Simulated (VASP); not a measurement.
# BN (P6_3mc) in VASP: single point with PBE

Aim: the single point of BN with PBE.

All numbers are computed with VASP 6.6.1; they aren't measurements. Logs are shortened: lines on timing, memory, paths and dates and some standing lists are left out, and cuts for length are marked.

### 1 The cell of the first run

Symmetry: P6_3mc, No. 186, hexagonal system. Conventional cell: a = 2.597 Å, b = 2.597 Å, c = 4.088 Å, α = 90.00°, β = 90.00°, γ = 120.00°. Within 2.0 Å of B (site symmetry 3m) lie 4 N at 1.48 to 1.60 Å. Within 2.0 Å of N (site symmetry 3m) lie 4 B at 1.48 to 1.60 Å.

### 2 Single point, PBE (c/a of the conventional cell at fixed volume 1.5743)

Input file INCAR:

```
SYSTEM = BN
PREC     = Accurate       ! precision mode
ENCUT    = 520            ! plane-wave cutoff, eV
EDIFF    = 1E-7           ! SCF threshold, eV
ISMEAR   = 0              ! smearing method
SIGMA    = 0.05           ! smearing width, eV
LREAL    = .FALSE.        ! projectors in reciprocal space
LASPH    = .TRUE.         ! aspherical terms in the spheres
NELM     = 60             ! most SCF steps
ALGO     = Normal         ! electronic algorithm
ISIF     = 2              ! what is computed and relaxed
LWAVE    = .FALSE.        ! write WAVECAR
LCHARG   = .FALSE.        ! write CHGCAR
GGA      = PE             ! functional
NBANDS   = 16             ! bands
```

Input file KPOINTS:

```
regular mesh
0
G
  12 12 6
  0 0 0
```

Input file POSCAR:

```
BN
1.0
    2.5968607757      0.0000000000      0.0000000000
   -1.2984303878      2.2489474018      0.0000000000
    0.0000000000      0.0000000000      4.0882379192
B N
2 2
Direct
    0.6666666667      0.3333333333      0.9998064452
    0.3333333333      0.6666666667      0.4998064452
    0.6666666667      0.3333333333      0.6370291364
    0.3333333333      0.6666666667      0.1370291364
```

Potentials or basis: VASP PAW PBE potentials, release 64 (B, N).

Started as:

```console
cat potpaw_PBE.64/B/POTCAR potpaw_PBE.64/N/POTCAR > POTCAR
mpirun -np 1 vasp_std > vasp.out
```

OUTCAR:

```text
SYSTEM = BN
   PREC = Accurate
   ENCUT = 520
   EDIFF = 1E-7
   ISMEAR = 0
   LREAL = .FALSE.
   LASPH = .TRUE.
   NELM = 60
   ISIF = 2
   GGA = PE

 ion  position               nearest neighbor table
   1  0.667  0.333  1.000-   3 1.48   4 1.60   4 1.60   4 1.60
   2  0.333  0.667  0.500-   4 1.48   3 1.60   3 1.60   3 1.60
   3  0.667  0.333  0.637-   1 1.48   2 1.60   2 1.60   2 1.60
   4  0.333  0.667  0.137-   2 1.48   1 1.60   1 1.60   1 1.60

  LATTYP: Found a hexagonal cell.
 ALAT       =     2.5968607757
 C/A-ratio  =     1.5743000000

  Lattice vectors:

 A1 = (   2.5968607757,   0.0000000000,   0.0000000000)
 A2 = (  -1.2984303878,   2.2489474018,   0.0000000000)
 A3 = (   0.0000000000,   0.0000000000,   4.0882379192)

Analysis of symmetry for initial positions (statically):
=====================================================================
 Subroutine PRICEL returns:
 Original cell was already a primitive cell.

 Routine SETGRP: Setting up the symmetry group for a
 hexagonal supercell.

 Subroutine GETGRP returns: Found 12 space group operations
 (whereof  6 operations were pure point group operations)
 out of a pool of 24 trial point group operations.

The static configuration has the point symmetry C_3v.
 The point group associated with its full space group is C_6v.

Analysis of symmetry for dynamics (positions and initial velocities):
=====================================================================
 Subroutine PRICEL returns:
 Original cell was already a primitive cell.

 Routine SETGRP: Setting up the symmetry group for a
 hexagonal supercell.

 Subroutine GETGRP returns: Found 12 space group operations
 (whereof  6 operations were pure point group operations)
 out of a pool of 24 trial point group operations.

The dynamic configuration has the point symmetry C_3v.
 The point group associated with its full space group is C_6v.

 Subroutine INISYM returns: Found 12 space group operations
 (whereof  6 operations are pure point group operations),
 and found     1 'primitive' translations

----------------------------------------------------------------------------------------

                                     Primitive cell

  volume of cell :      23.8761

  direct lattice vectors                    reciprocal lattice vectors
     2.596860776  0.000000000  0.000000000     0.385080328  0.222326231  0.000000000
[... 93 lines left out ...]
   NSW    =      0    number of steps for IOM
   IBRION =     -1    ionic relax: 0-MD 1-quasi-New 2-CG
   NFREE  =      0    steps in history (QN), initial steepest desc. (CG)
   ISIF   =      2    stress and relaxation
   ISYM   =      2    0-nonsym 1-usesym 2-fastsym
   POTIM  = 0.5000    time-step for ionic-motion
   TEBEG  =    0.0;   TEEND  =   0.0 temperature during run
   PSTRESS=    0.0 pullay stress
   NELECT =      16.0000    total number of electrons
   NUPDOWN=      -1.0000    fix difference up-down
   EMIN   =  10.00;   EMAX   =-10.00  energy-range for DOS
   EFERMI =   0.00;   METHOD = LEGACY
   ISMEAR =     0;   SIGMA  =   0.05  broadening in eV -4-tet -1-fermi 0-gaus
   EFERMI_NEDOS =   21; number of points for ismear=-14 and -15
   IALGO  =     38    algorithm
   IMIX   =      4    mixing-type and parameters
     AMIX     =   0.40;   BMIX     =  1.00
     AMIX_MAG =   1.60;   BMIX_MAG =  1.00
  volume/ion in A,a.u.               =       5.97        40.28
  Fermi-wavevector in a.u.,A,eV,Ry     =   1.432606  2.707233 27.924055  2.052360
  Thomas-Fermi vector in A             =   2.552215
   LORBIT       =      0    0 simple, 1 ext, 2 COOP (PROOUT), +10 PAW based schemes
   GGA     = PE    functional components
   LHFCALC =     F    Hartree Fock is set to
   AEXX    =    0.0000 exact exchange contribution
   IVDW    =     0    specifies the selected vdW correction
   LEPSILON=     F    determine dielectric tensor
   LRPA    =     F    only Hartree local field effects (RPA)
 non-spin polarized calculation
 Gauss-broadening in eV      SIGMA  =   0.05
  energy-cutoff  :      520.00
  volume of cell :       23.88
 maximum number of plane-waves:       660
 NGX is ok and might be reduce to    20
   NGX =  9   NGY =  9   NGZ = 15

 number of electron      16.0000001 magnetization

 Free energy of the ion-electron system (eV)
  ---------------------------------------------------
  ext. energy  EPLUGINS =         0.00000000
  ---------------------------------------------------
  free energy    TOTEN  =       -34.63236361 eV

  energy without entropy =      -34.63236361  energy(sigma->0) =      -34.63236361

 E-fermi :   7.8165     XC(G=0): -12.7528

 val. band max:        7.6141457018   @ k =   0.0000   0.0000   0.0000
 cond. band min:      12.2350366778   @ k =   0.3333   0.3333   0.0000
 fundamental gap:      4.6208909760
 Fermi energy:         7.8164962980

 k-point     1 :       0.0000    0.0000    0.0000
  band No.  band energies     occupation
      1     -12.8768      2.00000
      2      -8.3942      2.00000
      3      -3.3781      2.00000
      4       4.9985      2.00000
      5       4.9985      2.00000
      6       6.6803      2.00000
[... 433 lines left out ...]
      3      -1.4974      2.00000
      4       0.1774      2.00000
      5       1.6904      2.00000
      6       2.9708      2.00000
[... 8 lines left out ...]
     15      23.1257      0.00000
     16      23.9610      0.00000

 [... further k-points ...]

------------------------ aborting loop because EDIFF is reached ----------------------------------------

  FORCE on cell =-STRESS in cart. coord.  units (eV):
  Direction    XX          YY          ZZ          XY          YZ          ZX
  --------------------------------------------------------------------------------------
  -------------------------------------------------------------------------------------
  Total       -2.1955468     -2.1955468      6.0542536     -0.0000000      0.0000000      0.0000000
  in kB     -147.3293096   -147.3293095    406.2628088     -0.0000000      0.0000000      0.0000000
  external PRESSURE =      37.2013966 kB  Pullay stress =       0.0000000 kB

 VOLUME and BASIS-vectors are now :
 -----------------------------------------------------------------------------
  energy-cutoff  :      520.00
  volume of cell :       23.88
      direct lattice vectors                 reciprocal lattice vectors
     2.596860776  0.000000000  0.000000000     0.385080328  0.222326231  0.000000000
    -1.298430388  2.248947402  0.000000000     0.000000000  0.444652462  0.000000000
     0.000000000  0.000000000  4.088237919     0.000000000  0.000000000  0.244604159

 POSITION                                       TOTAL-FORCE (eV/Angst)
 -----------------------------------------------------------------------------------
      1.29843      0.74965      4.08745         0.000000     -0.000000      1.623339
     -0.00000      1.49930      2.04333        -0.000000      0.000000      1.623339
      1.29843      0.74965      2.60433         0.000000     -0.000000     -1.623339
     -0.00000      1.49930      0.56021        -0.000000      0.000000     -1.623339
 -----------------------------------------------------------------------------------
    total drift:                               -0.000000     -0.000000     -0.000261

  FREE ENERGIE OF THE ION-ELECTRON SYSTEM (eV)
  ---------------------------------------------------
  free  energy   TOTEN  =       -34.6323636137 eV

  energy  without entropy=      -34.6323636136  energy(sigma->0) =      -34.63236361
```

Wall time 23 s (1 thread of Intel Xeon Platinum 8375C at 2.90GHz (Ice Lake), shared host); peak memory 0.14 GiB.

Results:

- Free energy: -34.6324 eV
- Pressure: 3.7 GPa
- Largest force: 1.623 eV/Å
- Band gap on the k mesh: 4.62 eV, indirect (least direct gap 7.48 eV)

Forces in eV/Å, atoms in the order of the input:
```
B    0.000  0.000  1.623
B    0.000  0.000  1.623
N    0.000  0.000 -1.623
N    0.000  0.000 -1.623
```

Stress tensor (GPa, compression positive):
```
-14.73   0.00   0.00
  0.00 -14.73   0.00
  0.00   0.00  40.63
```

Levels at points of the mesh, in eV from the valence-band top:
```csv
k point,band 6,band 7,band 8,band 9,band 10,band 11
"(0.00, 0.00, 0.00)",-0.93,0.00,0.00,7.56,7.56,8.29
"(0.50, 0.00, 0.00)",-5.33,-5.02,-1.79,6.02,7.74,9.33
"(0.00, 0.00, 0.50)",-1.48,-1.48,-1.48,8.59,8.59,9.37
"(0.50, 0.00, 0.50)",-3.89,-3.76,-3.76,6.40,6.40,10.41
```

Caveat: forces of over 1 eV/Å act on the atoms, so gaps and moduli don't describe the material at rest. A k mesh can miss the band edges.
